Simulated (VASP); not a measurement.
Runs of VASP 6.6.1 on SnO. The structure is that of space group P4/nmm (No. 129), or close to it. The cells are those of the table. 

```csv
cell,gap on the mesh (eV),pressure (GPa),largest force (eV/Å)
"a = 3.921, b = 3.921, c = 4.997 Å, 4 atoms",1.07,2.9,0.37
"a = 3.767, b = 3.767, c = 4.800 Å, 4 atoms",0.68,15.7,1.27
"a = 3.668, b = 3.668, c = 4.674 Å, 4 atoms",0.36,28.2,2.68
"a = 3.861, b = 3.861, c = 4.920 Å, 4 atoms",(c),(b),0.20
"a = 3.701, b = 3.701, c = 4.717 Å, 4 atoms",0.47,23.5,2.16
"a = 3.830, b = 3.830, c = 4.881 Å, 4 atoms",(a),9.7,0.53
"a = 3.799, b = 3.799, c = 4.841 Å, 4 atoms",0.77,12.5,0.88
"a = 3.734, b = 3.734, c = 4.759 Å, 4 atoms",0.58,19.4,1.70
```

Alike in all rows: task single point; level pbe exchange, lda correlation; potentials or basis VASP PAW PBE potentials, release 64 (Sn_d, O); no spin polarisation; k mesh 5 × 5 × 4; cutoff (eV) 600; smearing gaussian 0.01 eV.

Task: Estimate the missing entries.

Result: (a) 0.85; (b) 7.1; (c) 0.93.

Caveats: the PAW data sets were made with another functional, which shifts forces and pressure a little; spin-orbit coupling is left out, which moves the levels of the heavy elements; an odd mesh through Γ misses points on the zone boundary, where band edges can lie; the cell stands under pressure (at least some runs).

A k mesh can miss the band edges, and the runs leave out spin-orbit coupling on Sn.
